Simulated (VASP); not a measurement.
# Cs3Pt (Pm-3m) in VASP: settings compared

Cs3Pt is run at these levels: PBE, r2SCAN; tasks: single point.

All numbers are computed with VASP 6.6.1; they aren't measurements. Logs are shortened: lines on timing, memory, paths and dates and some standing lists are left out, and cuts for length are marked.

## 1. The cell of the first run

It takes space group Pm-3m (No. 221, cubic). The conventional cell has a = 5.778 Å, b = 5.778 Å, c = 5.778 Å, α = 90.00°, β = 90.00°, γ = 90.00°. Pt (site symmetry m-3m) has 12 Cs at 4.09 Å within 5.4 Å. Cs (site symmetry 4/mmm) has 4 Pt at 4.09 Å and 8 Cs at 4.09 Å within 5.4 Å.

## 2. Single point, PBE

INCAR

```
PREC = Accurate
ENCUT = 520
EDIFF = 1E-6
ISMEAR = 0
SIGMA = 0.05
LREAL = F
LASPH = T
NELM = 100
ALGO = Normal
ISIF = 2
LWAVE = F
LCHARG = F
GGA = PE
NBANDS = 26
```

KPOINTS

```
Automatic mesh
0
Gamma
  5 5 5
```

POSCAR

```
Cs3Pt
1.0
    5.7776530000      0.0000000000      0.0000000000
    0.0000000000      5.7776530000      0.0000000000
    0.0000000000      0.0000000000      5.7776530000
Pt Cs
1 3
Direct
    0.5000000000      0.5000000000      0.5000000000
    0.5000000000      0.0000000000      0.0000000000
    0.0000000000      0.5000000000      0.0000000000
    0.0000000000      0.0000000000      0.5000000000
```

Potentials or basis: VASP PAW PBE potentials, release 64 (Pt, Cs_sv).

Run with:

```bash
> cat potpaw_PBE.64/Pt/POTCAR potpaw_PBE.64/Cs_sv/POTCAR > POTCAR
> mpirun -np 1 vasp_std > vasp.out
```

OUTCAR:

```text
PREC = Accurate
   ENCUT = 520
   EDIFF = 1E-6
   ISMEAR = 0
   LREAL = F
   LASPH = T
   NELM = 100
   ISIF = 2
   GGA = PE

 ion  position               nearest neighbor table
   1  0.500  0.500  0.500-
   2  0.500  0.000  0.000-
   3  0.000  0.500  0.000-
   4  0.000  0.000  0.500-

  LATTYP: Found a simple cubic cell.
 ALAT       =     5.7776530000

  Lattice vectors:

 A1 = (   5.7776530000,   0.0000000000,   0.0000000000)
 A2 = (   0.0000000000,   5.7776530000,   0.0000000000)
 A3 = (   0.0000000000,   0.0000000000,   5.7776530000)

Analysis of symmetry for initial positions (statically):
=====================================================================
 Subroutine PRICEL returns:
 Original cell was already a primitive cell.

 Routine SETGRP: Setting up the symmetry group for a
 simple cubic supercell.

 Subroutine GETGRP returns: Found 48 space group operations
 (whereof 48 operations were pure point group operations)
 out of a pool of 48 trial point group operations.

The static configuration has the point symmetry O_h .

Analysis of symmetry for dynamics (positions and initial velocities):
=====================================================================
 Subroutine PRICEL returns:
 Original cell was already a primitive cell.

 Routine SETGRP: Setting up the symmetry group for a
 simple cubic supercell.

 Subroutine GETGRP returns: Found 48 space group operations
 (whereof 48 operations were pure point group operations)
 out of a pool of 48 trial point group operations.

The dynamic configuration has the point symmetry O_h .

 Subroutine INISYM returns: Found 48 space group operations
 (whereof 48 operations are pure point group operations),
 and found     1 'primitive' translations

----------------------------------------------------------------------------------------

                                     Primitive cell

  volume of cell :     192.8654

  direct lattice vectors                    reciprocal lattice vectors
     5.777653000  0.000000000  0.000000000     0.173080661  0.000000000  0.000000000
     0.000000000  5.777653000  0.000000000     0.000000000  0.173080661  0.000000000
     0.000000000  0.000000000  5.777653000     0.000000000  0.000000000  0.173080661

  length of vectors
     5.777653000  5.777653000  5.777653000     0.173080661  0.173080661  0.173080661

  position of ions in fractional coordinates (direct lattice)
     0.500000000  0.500000000  0.500000000
     0.500000000  0.000000000  0.000000000
     0.000000000  0.500000000  0.000000000
     0.000000000  0.000000000  0.500000000

  ion indices of the primitive-cell ions
   primitive index   ion index
                 1           1
                 2           2
                 3           3
                 4           4

----------------------------------------------------------------------------------------

 KPOINTS: Automatic mesh

Automatic generation of k-mesh.
 Grid dimensions read from file:
 generate k-points for:    5    5    5

 Generating k-lattice:

  Cartesian coordinates                     Fractional coordinates (reciprocal lattice)
     0.034616132  0.000000000  0.000000000     0.200000000  0.000000000  0.000000000
     0.000000000  0.034616132  0.000000000     0.000000000  0.200000000  0.000000000
     0.000000000  0.000000000  0.034616132     0.000000000  0.000000000  0.200000000

  Length of vectors
     0.034616132  0.034616132  0.034616132

  Shift w.r.t. Gamma in fractional coordinates (k-lattice)
     0.000000000  0.000000000  0.000000000

 Subroutine IBZKPT returns following result:
 ===========================================

 Found     10 irreducible k-points:

 Following reciprocal coordinates:
            Coordinates               Weight
  0.000000  0.000000  0.000000      1.000000
  0.200000  0.000000  0.000000      6.000000
  0.400000  0.000000  0.000000      6.000000
  0.200000  0.200000  0.000000     12.000000
  0.400000  0.200000  0.000000     24.000000
  0.400000  0.400000  0.000000     12.000000
  0.200000  0.200000  0.200000      8.000000
  0.400000  0.200000  0.200000     24.000000
  0.400000  0.400000  0.200000     24.000000
  0.400000  0.400000  0.400000      8.000000
   k-points           NKPTS =     10   k-points in BZ     NKDIM =     10   number of bands    NBANDS=     26
   number of dos      NEDOS =    301   number of ions     NIONS =      4
   total plane-waves  NPLWV = 110592
   dimension x,y,z NGX =    48 NGY =   48 NGZ =   48
   dimension x,y,z NGXF=    96 NGYF=   96 NGZF=   96
   ions per type =               1   3
   NGX,Y,Z   is equivalent  to a cutoff of  13.81, 13.81, 13.81 a.u.
   NGXF,Y,Z  is equivalent  to a cutoff of  27.62, 27.62, 27.62 a.u.
 SYSTEM =  unknown system
   PREC   = accura    normal or accurate (medium, high low for compatibility)
   ISTART =      0    job   : 0-new  1-cont  2-samecut
   ICHARG =      2    charge: 1-file 2-atom 10-const
   ISPIN  =      1    spin polarized calculation?
   LNONCOLLINEAR =      F non collinear calculations
   LSORBIT =      F    spin-orbit coupling
   LASPH  =      T    aspherical Exc in radial PAW
   ENCUT  =  520.0 eV  38.22 Ry    6.18 a.u.  10.74 10.74 10.74*2*pi/ulx,y,z
   NELM   =    100;   NELMIN=  2; NELMDL= -5     # of ELM steps
   EDIFF  = 0.1E-05   stopping-criterion for ELM
   LREAL  =      F    real-space projection
   EDIFFG = 0.1E-04   stopping-criterion for IOM
   NSW    =      0    number of steps for IOM
   IBRION =     -1    ionic relax: 0-MD 1-quasi-New 2-CG
   NFREE  =      0    steps in history (QN), initial steepest desc. (CG)
   ISIF   =      2    stress and relaxation
   ISYM   =      2    0-nonsym 1-usesym 2-fastsym
   POTIM  = 0.5000    time-step for ionic-motion
   TEBEG  =    0.0;   TEEND  =   0.0 temperature during run
   PSTRESS=    0.0 pullay stress
   NELECT =      37.0000    total number of electrons
   NUPDOWN=      -1.0000    fix difference up-down
   EMIN   =  10.00;   EMAX   =-10.00  energy-range for DOS
   EFERMI =   0.00;   METHOD = LEGACY
   ISMEAR =     0;   SIGMA  =   0.05  broadening in eV -4-tet -1-fermi 0-gaus
   EFERMI_NEDOS =   21; number of points for ismear=-14 and -15
   IALGO  =     38    algorithm
   IMIX   =      4    mixing-type and parameters
     AMIX     =   0.40;   BMIX     =  1.00
     AMIX_MAG =   1.60;   BMIX_MAG =  1.00
  volume/ion in A,a.u.               =      48.22       325.38
  Fermi-wavevector in a.u.,A,eV,Ry     =   0.944185  1.784252 12.129405  0.891486
  Thomas-Fermi vector in A             =   2.071966
   LORBIT       =      0    0 simple, 1 ext, 2 COOP (PROOUT), +10 PAW based schemes
   GGA     = PE    functional components
   LHFCALC =     F    Hartree Fock is set to
   AEXX    =    0.0000 exact exchange contribution
   IVDW    =     0    specifies the selected vdW correction
   LEPSILON=     F    determine dielectric tensor
   LRPA    =     F    only Hartree local field effects (RPA)
 non-spin polarized calculation
 Gauss-broadening in eV      SIGMA  =   0.05
  energy-cutoff  :      520.00
  volume of cell :      192.87
 maximum number of plane-waves:      5220
 NGX is ok and might be reduce to    48
   NGX = 21   NGY = 21   NGZ = 21

 number of electron      37.0000008 magnetization

 Free energy of the ion-electron system (eV)
  ---------------------------------------------------
  ext. energy  EPLUGINS =         0.00000000
  ---------------------------------------------------
  free energy    TOTEN  =        -7.79206163 eV

  energy without entropy =       -7.78722273  energy(sigma->0) =       -7.78964218

 E-fermi :   2.8592     XC(G=0):  -7.8964

 val. band max:        2.7839842600   @ k =   0.4000   0.2000   0.0000
 cond. band min:       2.8835248543   @ k =   0.4000   0.2000   0.2000
 fundamental gap:      0.0995405943
 Fermi energy:         2.8592135085

 k-point     1 :       0.0000    0.0000    0.0000
  band No.  band energies     occupation
      1     -20.8338      2.00000
      2     -20.6055      2.00000
      3     -20.6055      2.00000
      4      -8.1309      2.00000
      5      -8.1309      2.00000
      6      -8.1309      2.00000
[... 18 lines left out ...]
     25       6.0610      0.00000
     26       6.0610      0.00000

 k-point     2 :       0.2000    0.0000    0.0000
  band No.  band energies     occupation
      1     -20.8149      2.00000
      2     -20.6249      2.00000
      3     -20.6052      2.00000
      4      -8.0809      2.00000
      5      -8.0809      2.00000
      6      -8.0566      2.00000
[... 18 lines left out ...]
     25       5.7525      0.00000
     26       5.8206      0.00000

 k-point     3 :       0.4000    0.0000    0.0000
  band No.  band energies     occupation
      1     -20.7710      2.00000
      2     -20.6699      2.00000
      3     -20.6046      2.00000
      4      -7.9771      2.00000
      5      -7.9771      2.00000
      6      -7.8425      2.00000
[... 18 lines left out ...]
     25       6.0008      0.00000
     26       6.0478      0.00000

 k-point     4 :       0.2000    0.2000    0.0000
  band No.  band energies     occupation
      1     -20.7975      2.00000
      2     -20.6319      2.00000
      3     -20.6156      2.00000
      4      -8.1388      2.00000
      5      -8.0288      2.00000
      6      -7.8980      2.00000
[... 18 lines left out ...]
     25       5.3973      0.00000
     26       5.7815      0.00000

 k-point     5 :       0.4000    0.2000    0.0000
  band No.  band energies     occupation
      1     -20.7561      2.00000
      2     -20.6698      2.00000
      3     -20.6191      2.00000
      4      -8.0934      2.00000
      5      -7.9177      2.00000
      6      -7.7744      2.00000
[... 18 lines left out ...]
     25       5.6196      0.00000
     26       5.7788      0.00000

 k-point     6 :       0.4000    0.4000    0.0000
  band No.  band energies     occupation
      1     -20.7189      2.00000
      2     -20.6739      2.00000
      3     -20.6513      2.00000
      4      -8.1722      2.00000
      5      -7.9429      2.00000
      6      -7.7763      2.00000
[... 18 lines left out ...]
     25       5.0940      0.00000
     26       5.9034      0.00000

 k-point     7 :       0.2000    0.2000    0.2000
  band No.  band energies     occupation
      1     -20.7816      2.00000
      2     -20.6315      2.00000
      3     -20.6315      2.00000
      4      -8.2284      2.00000
      5      -7.8656      2.00000
      6      -7.8656      2.00000
[... 18 lines left out ...]
     25       5.1168      0.00000
     26       6.0898      0.00000

 k-point     8 :       0.4000    0.2000    0.2000
  band No.  band energies     occupation
      1     -20.7435      2.00000
      2     -20.6697      2.00000
      3     -20.6309      2.00000
      4      -8.2483      2.00000
      5      -7.8078      2.00000
      6      -7.7832      2.00000
[... 18 lines left out ...]
     25       5.3410      0.00000
     26       5.7084      0.00000

 k-point     9 :       0.4000    0.4000    0.2000
  band No.  band energies     occupation
      1     -20.7121      2.00000
      2     -20.6735      2.00000
      3     -20.6572      2.00000
      4      -8.3646      2.00000
      5      -7.9409      2.00000
      6      -7.7713      2.00000
[... 18 lines left out ...]
     25       5.3585      0.00000
     26       5.8467      0.00000

 k-point    10 :       0.4000    0.4000    0.4000
  band No.  band energies     occupation
      1     -20.6949      2.00000
      2     -20.6728      2.00000
      3     -20.6728      2.00000
      4      -8.5444      2.00000
      5      -7.9389      2.00000
      6      -7.9240      2.00000
[... 18 lines left out ...]
     25       5.7323      0.00000
     26       5.9653      0.00000

------------------------ aborting loop because EDIFF is reached ----------------------------------------

  FORCE on cell =-STRESS in cart. coord.  units (eV):
  Direction    XX          YY          ZZ          XY          YZ          ZX
  --------------------------------------------------------------------------------------
  -------------------------------------------------------------------------------------
  Total       -0.2370926     -0.2370926     -0.2370926      0.0000000      0.0000000      0.0000000
  in kB       -1.9695824     -1.9695824     -1.9695824      0.0000000      0.0000000      0.0000000
  external PRESSURE =      -1.9695824 kB  Pullay stress =       0.0000000 kB

 VOLUME and BASIS-vectors are now :
 -----------------------------------------------------------------------------
  energy-cutoff  :      520.00
  volume of cell :      192.87
      direct lattice vectors                 reciprocal lattice vectors
     5.777653000  0.000000000  0.000000000     0.173080661  0.000000000  0.000000000
     0.000000000  5.777653000  0.000000000     0.000000000  0.173080661  0.000000000
     0.000000000  0.000000000  5.777653000     0.000000000  0.000000000  0.173080661

 POSITION                                       TOTAL-FORCE (eV/Angst)
 -----------------------------------------------------------------------------------
      2.88883      2.88883      2.88883         0.000000      0.000000      0.000000
      2.88883      0.00000      0.00000         0.000000      0.000000      0.000000
      0.00000      2.88883      0.00000         0.000000      0.000000      0.000000
      0.00000      0.00000      2.88883         0.000000      0.000000      0.000000
 -----------------------------------------------------------------------------------
    total drift:                                0.000000     -0.000000      0.000000

  FREE ENERGIE OF THE ION-ELECTRON SYSTEM (eV)
  ---------------------------------------------------
  free  energy   TOTEN  =        -7.7920616302 eV

  energy  without entropy=       -7.7872227310  energy(sigma->0) =       -7.78964218
```

Wall time 28 s (1 thread of Intel Xeon Platinum 8559C (Emerald Rapids), shared host); peak memory 0.32 GiB.

What came out:

```
Free energy : -7.7921 eV
Pressure    : -0.2 GPa
```

Caveat: spin-orbit coupling is left out, which moves the levels of the heavy elements.

## 3. Single point, r2SCAN

POSCAR is that of step 2.

INCAR.step1

```
SYSTEM = Cs3Pt
ALGO = Normal ; EDIFF = 1E-4
ENCUT = 520 ; GGA = PE
ISMEAR = 1 ; LASPH = .True.
LCHARG = .False. ; LREAL = .False.
LWAVE = .True. ; NBANDS = 26
NELM = 80 ; PREC = Accurate
SIGMA = 0.2
```

INCAR.step2

```
SYSTEM = Cs3Pt
ALGO = Normal ; EDIFF = 1E-6
ENCUT = 520 ; ISIF = 2
ISMEAR = 1 ; ISTART = 1
LASPH = .True. ; LCHARG = .True.
LELF = .True. ; LMIXTAU = .True.
LREAL = .False. ; LVHAR = .True.
LWAVE = .False. ; METAGGA = R2SCAN
NBANDS = 26 ; NELM = 80
PREC = Accurate ; SIGMA = 0.2
```

KPOINTS

```
k-points
0
Gamma
  5 5 5
  0 0 0
```

Potentials or basis: VASP PAW PBE potentials, release 64 (Pt, Cs_sv).

Run with:

```bash
> cat potpaw_PBE.64/Pt/POTCAR potpaw_PBE.64/Cs_sv/POTCAR > POTCAR
> cp INCAR.step1 INCAR
> mpirun -np 1 vasp_std > vasp.out
> cp INCAR.step2 INCAR
> mpirun -np 1 vasp_std > vasp.out
```

It took 100 s on 1 thread of Intel Xeon Platinum 8559C (Emerald Rapids), shared host; peak memory 0.37 GiB.

It converged, with:

* Free energy: -125.8756 eV
* Pressure: -0.7 GPa

Levels at points of the mesh, in eV from the Fermi level:
| k point | band 16 | band 17 | band 18 | band 19 | band 20 | band 21 | band 22 | band 23 |
| --- | --- | --- | --- | --- | --- | --- | --- | --- |
| (0.00, 0.00, 0.00) | -1.59 | -1.59 | -1.59 | -1.20 | 1.54 | 1.54 | 1.54 | 1.76 |

Caveat: the PAW data sets were made with another functional, which shifts forces and pressure a little; spin-orbit coupling is left out, which moves the levels of the heavy elements.
